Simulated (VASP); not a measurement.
# Ho3PRu (P6/mmm) in VASP: further runs

Ho3PRu is run at these levels: PBE; tasks: relaxation of cell and atoms, single point.

All numbers are computed with VASP 6.6.1; they aren't measurements. Logs are shortened: lines on timing, memory, paths and dates and some standing lists are left out, and cuts for length are marked.

**1. The cell of the first run**

The structure is hexagonal, space group P6/mmm (No. 191). Conventional cell: a = 5.989 Å, b = 5.989 Å, c = 4.174 Å, α = 90.00°, β = 90.00°, γ = 120.00°. Ho (site symmetry mmm) has 4 Ho at 2.99 Å and 2 Ru at 2.99 Å and 4 P at 3.65 Å within 3.9 Å. P (site symmetry 6/mmm) has 2 Ru at 2.09 Å within 2.8 Å. Ru (site symmetry 6/mmm) has 2 P at 2.09 Å within 2.8 Å.

The cell was built from a structure type or drawn by symmetry, and may not be a known phase.

**2. Relaxation of cell and atoms, PBE**

File INCAR:

```
ALGO = Normal
EDIFF = 1E-7
EDIFFG = -0.04
ENCUT = 500
GGA = PE
GGA_COMPAT = False
IBRION = 2
ISIF = 3
ISMEAR = 0
LASPH = True
LCHARG = False
LMAXMIX = 6
LREAL = False
LWAVE = False
NELM = 200
NELMIN = 4
NSW = 90
PREC = Accurate
SIGMA = 0.1
```

File KPOINTS:

```
k-points
0
Gamma
  3 3 4
```

File POSCAR:

```
Ho3PRu
1.0
    5.9894213100      0.0000000000      0.0000000000
   -2.9947106600      5.1869910100      0.0000000000
    0.0000000000      0.0000000000      4.1739149200
Ho P Ru
3 1 1
Direct
    0.5000000000      0.0000000000      0.0000000000
    0.0000000000      0.5000000000      0.0000000000
    0.5000000000      0.5000000000      0.0000000000
    0.0000000000      0.0000000000      0.5000000000
    0.0000000000      0.0000000000      0.0000000000
```

Potentials or basis: VASP PAW PBE potentials, release 64 (Ho_3, P, Ru_pv), 4f in core.

On the command line:

```console
> cat potpaw_PBE.64/Ho_3/POTCAR potpaw_PBE.64/P/POTCAR potpaw_PBE.64/Ru_pv/POTCAR > POTCAR
> mpirun -np 1 vasp_std > vasp.out
```

OUTCAR:

```text
EDIFF = 1E-7
   EDIFFG = -0.04
   ENCUT = 500
   GGA = PE
   IBRION = 2
   ISIF = 3
   ISMEAR = 0
   LASPH = True
   LREAL = False
   NELM = 200
   NELMIN = 4
   NSW = 90
   PREC = Accurate

 ion  position               nearest neighbor table
   1  0.500  0.000  0.000-   2 2.99   2 2.99   5 2.99   5 2.99   3 2.99   3 2.99
   2  0.000  0.500  0.000-   1 2.99   1 2.99   3 2.99   3 2.99   5 2.99   5 2.99
   3  0.500  0.500  0.000-   5 2.99   5 2.99   2 2.99   2 2.99   1 2.99   1 2.99
   4  0.000  0.000  0.500-   5 2.09   5 2.09
   5  0.000  0.000  0.000-   4 2.09   4 2.09   3 2.99   3 2.99   1 2.99   1 2.99   2 2.99   2 2.99

  LATTYP: Found a hexagonal cell.
 ALAT       =     5.9894213100
 C/A-ratio  =     0.6968811683

  Lattice vectors:

 A1 = (   5.9894213100,   0.0000000000,   0.0000000000)
 A2 = (  -2.9947106600,   5.1869910100,   0.0000000000)
 A3 = (   0.0000000000,   0.0000000000,   4.1739149200)

Analysis of symmetry for initial positions (statically):
=====================================================================
 Subroutine PRICEL returns:
 Original cell was already a primitive cell.

 Routine SETGRP: Setting up the symmetry group for a
 hexagonal supercell.

 Subroutine GETGRP returns: Found 24 space group operations
 (whereof 24 operations were pure point group operations)
 out of a pool of 24 trial point group operations.

The static configuration has the point symmetry D_6h.

Analysis of symmetry for dynamics (positions and initial velocities):
=====================================================================
 Subroutine PRICEL returns:
 Original cell was already a primitive cell.

 Routine SETGRP: Setting up the symmetry group for a
 hexagonal supercell.

 Subroutine GETGRP returns: Found 24 space group operations
 (whereof 24 operations were pure point group operations)
 out of a pool of 24 trial point group operations.

The dynamic configuration has the point symmetry D_6h.

 Subroutine INISYM returns: Found 24 space group operations
 (whereof 24 operations are pure point group operations),
 and found     1 'primitive' translations

----------------------------------------------------------------------------------------

                                     Primitive cell

  volume of cell :     129.6713

  direct lattice vectors                    reciprocal lattice vectors
     5.989421310  0.000000000  0.000000000     0.166961038  0.096395000  0.000000000
    -2.994710660  5.186991010  0.000000000     0.000000000  0.192790001  0.000000000
     0.000000000  0.000000000  4.173914920     0.000000000  0.000000000  0.239583226

  length of vectors
     5.989421310  5.989421314  4.173914920     0.192790001  0.192790001  0.239583226

  position of ions in fractional coordinates (direct lattice)
     0.500000000  0.000000000  0.000000000
     0.000000000  0.500000000  0.000000000
     0.500000000  0.500000000  0.000000000
     0.000000000  0.000000000  0.500000000
     0.000000000  0.000000000  0.000000000

  ion indices of the primitive-cell ions
   primitive index   ion index
                 1           1
                 2           2
                 3           3
                 4           4
                 5           5

----------------------------------------------------------------------------------------

 KPOINTS: k-points

Automatic generation of k-mesh.
 Grid dimensions read from file:
 generate k-points for:    3    3    4

 Generating k-lattice:

  Cartesian coordinates                     Fractional coordinates (reciprocal lattice)
     0.055653679  0.032131667  0.000000000     0.333333333 -0.000000000  0.000000000
     0.000000000  0.064263334  0.000000000     0.000000000  0.333333333  0.000000000
     0.000000000  0.000000000  0.059895806     0.000000000  0.000000000  0.250000000

  Length of vectors
     0.064263334  0.064263334  0.059895806

  Shift w.r.t. Gamma in fractional coordinates (k-lattice)
     0.000000000  0.000000000  0.000000000

 Subroutine IBZKPT returns following result:
 ===========================================

 Found      9 irreducible k-points:

 Following reciprocal coordinates:
            Coordinates               Weight
  0.000000  0.000000  0.000000      1.000000
  0.333333  0.000000  0.000000      6.000000
  0.333333  0.333333  0.000000      2.000000
  0.000000  0.000000  0.250000      2.000000
  0.333333  0.000000  0.250000     12.000000
  0.333333  0.333333  0.250000      4.000000
  0.000000  0.000000  0.500000      1.000000
  0.333333  0.000000  0.500000      6.000000
  0.333333  0.333333  0.500000      2.000000
   k-points           NKPTS =      9   k-points in BZ     NKDIM =      9   number of bands    NBANDS=     27
   number of dos      NEDOS =    301   number of ions     NIONS =      5
   total plane-waves  NPLWV =  69120
   dimension x,y,z NGX =    48 NGY =   48 NGZ =   30
   dimension x,y,z NGXF=    96 NGYF=   96 NGZF=   60
   ions per type =               3   1   1
   NGX,Y,Z   is equivalent  to a cutoff of  13.32, 13.32, 11.95 a.u.
   NGXF,Y,Z  is equivalent  to a cutoff of  26.65, 26.65, 23.90 a.u.
 SYSTEM =  unknown system
   PREC   = accura    normal or accurate (medium, high low for compatibility)
   ISTART =      0    job   : 0-new  1-cont  2-samecut
   ICHARG =      2    charge: 1-file 2-atom 10-const
   ISPIN  =      1    spin polarized calculation?
   LNONCOLLINEAR =      F non collinear calculations
   LSORBIT =      F    spin-orbit coupling
   LASPH  =      T    aspherical Exc in radial PAW
   ENCUT  =  500.0 eV  36.75 Ry    6.06 a.u.  10.92 10.92  7.61*2*pi/ulx,y,z
   NELM   =    200;   NELMIN=  4; NELMDL= -5     # of ELM steps
   EDIFF  = 0.1E-06   stopping-criterion for ELM
   LREAL  =      F    real-space projection
   EDIFFG = -.4E-01   stopping-criterion for IOM
   NSW    =     90    number of steps for IOM
   IBRION =      2    ionic relax: 0-MD 1-quasi-New 2-CG
   NFREE  =      1    steps in history (QN), initial steepest desc. (CG)
   ISIF   =      3    stress and relaxation
   ISYM   =      2    0-nonsym 1-usesym 2-fastsym
   POTIM  = 0.5000    time-step for ionic-motion
   TEBEG  =    0.0;   TEEND  =   0.0 temperature during run
   PSTRESS=    0.0 pullay stress
   NELECT =      46.0000    total number of electrons
   NUPDOWN=      -1.0000    fix difference up-down
   EMIN   =  10.00;   EMAX   =-10.00  energy-range for DOS
   EFERMI =   0.00;   METHOD = LEGACY
   ISMEAR =     0;   SIGMA  =   0.10  broadening in eV -4-tet -1-fermi 0-gaus
   EFERMI_NEDOS =   21; number of points for ismear=-14 and -15
   IALGO  =     38    algorithm
   IMIX   =      4    mixing-type and parameters
     AMIX     =   0.40;   BMIX     =  1.00
     AMIX_MAG =   1.60;   BMIX_MAG =  1.00
  volume/ion in A,a.u.               =      25.93       175.01
  Fermi-wavevector in a.u.,A,eV,Ry     =   1.158900  2.190004 18.273307  1.343050
  Thomas-Fermi vector in A             =   2.295498
   LORBIT       =      0    0 simple, 1 ext, 2 COOP (PROOUT), +10 PAW based schemes
   GGA     = PE    functional components
   LHFCALC =     F    Hartree Fock is set to
   AEXX    =    0.0000 exact exchange contribution
   IVDW    =     0    specifies the selected vdW correction
   LEPSILON=     F    determine dielectric tensor
   LRPA    =     F    only Hartree local field effects (RPA)
 conjugate gradient relaxation of ions
 non-spin polarized calculation
 Gauss-broadening in eV      SIGMA  =   0.10
  energy-cutoff  :      500.00
  volume of cell :      129.67
 maximum number of plane-waves:      3309
 NGX is ok and might be reduce to    48
   NGX = 21   NGY = 21   NGZ = 15

--------------------------------------- Ionic step        1  -------------------------------------------

 number of electron      45.9999997 magnetization

 Free energy of the ion-electron system (eV)
  ---------------------------------------------------
  ext. energy  EPLUGINS =         0.00000000
  ---------------------------------------------------
  free energy    TOTEN  =       -26.92435543 eV

  energy without entropy =      -26.89162776  energy(sigma->0) =      -26.90799160

 E-fermi :   4.2512     XC(G=0): -10.0237

 val. band max:        4.1974013604   @ k =   0.3333   0.0000   0.2500
 cond. band min:       4.3076998416   @ k =   0.3333   0.0000   0.5000
 fundamental gap:      0.1102984812
 Fermi energy:         4.2511595215

 k-point     1 :       0.0000    0.0000    0.0000
  band No.  band energies     occupation
      1     -38.5082      2.00000
      2     -37.9023      2.00000
      3     -37.9023      2.00000
      4     -21.0553      2.00000
      5     -20.3520      2.00000
      6     -20.3520      2.00000
[... 19 lines left out ...]
     26       4.8757      0.00000
     27       5.5195      0.00000
[... 377 lines left out ...]
 POSITION                                       TOTAL-FORCE (eV/Angst)
 -----------------------------------------------------------------------------------
      3.05788     -0.00000      0.00000        -0.000000     -0.000000      0.000000
     -1.52894      2.64820     -0.00000         0.000000      0.000000      0.000000
      1.52894      2.64820     -0.00000         0.000000     -0.000000      0.000000
      0.00000     -0.00000      2.17554         0.000000      0.000000      0.000000
      0.00000      0.00000      0.00000         0.000000      0.000000      0.000000
 -----------------------------------------------------------------------------------
    total drift:                               -0.000000      0.000000      0.000000

  FREE ENERGIE OF THE ION-ELECTRON SYSTEM (eV)
  ---------------------------------------------------
  free  energy   TOTEN  =       -27.1894392211 eV

  energy  without entropy=      -27.1530662974  energy(sigma->0) =      -27.17125276

--------------------------------------- Ionic step        5  -------------------------------------------

 number of electron      46.0000002 magnetization

 Free energy of the ion-electron system (eV)
  ---------------------------------------------------
  ext. energy  EPLUGINS =         0.00000000
  ---------------------------------------------------
  free energy    TOTEN  =       -27.20424705 eV

  energy without entropy =      -27.16320564  energy(sigma->0) =      -27.18372634

 E-fermi :   3.6114     XC(G=0):  -9.6011

 val. band max:        3.5859007818   @ k =   0.3333   0.0000   0.2500
 cond. band min:       3.6152905321   @ k =   0.3333   0.0000   0.5000
 fundamental gap:      0.0293897502
 Fermi energy:         3.6113818555

 k-point     1 :       0.0000    0.0000    0.0000
  band No.  band energies     occupation
      1     -38.9855      2.00000
      2     -38.4606      2.00000
      3     -38.4606      2.00000
      4     -21.5818      2.00000
      5     -21.0513      2.00000
      6     -21.0513      2.00000
[... 19 lines left out ...]
     26       4.1841      0.00000
     27       4.8532      0.00000
[... 251 lines left out ...]
 VOLUME and BASIS-vectors are now :
 -----------------------------------------------------------------------------
  energy-cutoff  :      500.00
  volume of cell :      143.16
      direct lattice vectors                 reciprocal lattice vectors
     6.186776588 -0.000000000 -0.000000000     0.161635059  0.093320045  0.000000000
    -3.093388299  5.357905694 -0.000000000     0.000000000  0.186640090  0.000000000
     0.000000000 -0.000000000  4.318690750     0.000000000  0.000000000  0.231551657

 POSITION                                       TOTAL-FORCE (eV/Angst)
 -----------------------------------------------------------------------------------
     -0.00000      5.35791      4.31869        -0.000000     -0.000000      0.000000
     -1.54669      2.67895     -0.00000        -0.000000      0.000000      0.000000
      1.54669      2.67895      4.31869         0.000000      0.000000      0.000000
      0.00000     -0.00000      2.15935         0.000000      0.000000      0.000000
      0.00000      0.00000      0.00000         0.000000      0.000000      0.000000
 -----------------------------------------------------------------------------------
    total drift:                                0.000000      0.000000      0.000000

  FREE ENERGIE OF THE ION-ELECTRON SYSTEM (eV)
  ---------------------------------------------------
  free  energy   TOTEN  =       -27.2042470513 eV

  energy  without entropy=      -27.1632056350  energy(sigma->0) =      -27.18372634

 reached required accuracy - stopping structural energy minimisation
```

It took 1.9 min on 1 thread of Intel Xeon 6975P-C (Granite Rapids), shared host; peak memory 0.27 GiB.

What came out:

| Item | Value |
| --- | --- |
| Free energy | -27.2042 eV |
| Relaxed volume | 28.63 Å³/atom |
| Relaxed cell | a = 6.187 Å, b = 6.187 Å, c = 4.319 Å, α = 90.00°, β = 90.00°, γ = 120.00° |
| Space group after relaxing (to 0.1 Å) | P6/mmm (No. 191) |
| Energy gained by relaxing | 56.0 meV/atom |
| Ionic steps | 5 |
| Pressure after relaxing | -0.1 GPa |
| Band gap on the k mesh | zero (bands 23 and 24 overlap by 0.93 eV) |

Stress tensor (GPa, compression positive):
```
-0.21  0.00  0.00
 0.00 -0.21  0.00
 0.00  0.00  0.21
```

The path:
```csv
step,energy change (eV),largest force (eV/Å),pressure (GPa),volume (Å³)
1,0.0000,0.0000,7.24,129.67
2,-0.0579,0.0000,-4.02,152.86
3,-0.2650,0.0000,0.35,141.17
4,-0.2651,0.0000,0.47,140.94
5,-0.2799,0.0000,-0.07,143.16
```

Final structure:
```
Ho P Ru
1.0
     6.18678    0.00000    0.00000
    -3.09339    5.35791    0.00000
     0.00000    0.00000    4.31869
Ho P Ru
3 1 1
Direct
  0.50000 0.00000 0.00000
  0.00000 0.50000 0.00000
  0.50000 0.50000 0.00000
  0.00000 0.00000 0.50000
  0.00000 0.00000 0.00000
```

Caveat: the k points lie up to 0.39 Å⁻¹ apart in the final cell, too coarse for converged energies and pressures of a metal; spin-orbit coupling is left out, which moves the levels of the heavy elements; the 4f electrons are frozen in the core, so they carry no moment and show no levels. Spin polarisation is off, so any magnetic state and its effect on volume and gap are missing.

(Part 1 of 2 ends here.)
